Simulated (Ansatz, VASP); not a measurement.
**Two plane-wave programs on H**

```
CELL_PARAMETERS angstrom
6.04589 0.00000 0.00000
0.00000 11.59475 0.00000
0.00000 0.00000 4.51339
ATOMIC_POSITIONS crystal
H 0.56589 0.75000 0.43115
H 0.06589 0.75000 0.06885
H 0.43411 0.25000 0.56885
H 0.93411 0.25000 0.93115
H 0.62755 0.75000 0.57773
H 0.12755 0.75000 0.92227
H 0.37245 0.25000 0.42227
H 0.87245 0.25000 0.07773
H 0.44967 0.99543 0.04898
H 0.94967 0.50457 0.45102
H 0.55033 0.49543 0.95102
H 0.05033 0.00457 0.54898
H 0.55033 0.00457 0.95102
H 0.05033 0.49543 0.54898
H 0.44967 0.50457 0.04898
H 0.94967 0.99543 0.45102
```

Alike in both runs: task relaxation of cell and atoms; functional PBEsol; k mesh 4 × 2 × 6; occupations gaussian, width 0.02 eV; no spin polarisation.

|  | VASP | Ansatz |
| --- | --- | --- |
| version | VASP 6.6.1 | Ansatz 0.2.0 |
| potentials or method | VASP PAW PBE potentials, release 64 (H), cutoff 600 eV | scalar-relativistic, plane waves, PAW |
| valence electrons in the cell | 16 | 16 |

```csv
,VASP,Ansatz,Ansatz less VASP
"gap on the k mesh at the Fermi level, each at its own relaxed structure (eV)",8.83,9.12,+0.291
relaxed volume (Å³/atom),13.76,16.85,+3.085
relaxed length of the cell vector where the two differ most in proportion (Å),10.437,11.372,+0.9348
```

VASP's potentials were made for PBE, not for PBEsol. One of these differences is far larger than is usual between the two programs; its cause wasn't traced.

Noted on VASP's run: the volume moved by over 15 % at a fixed basis, so the end points are rough.
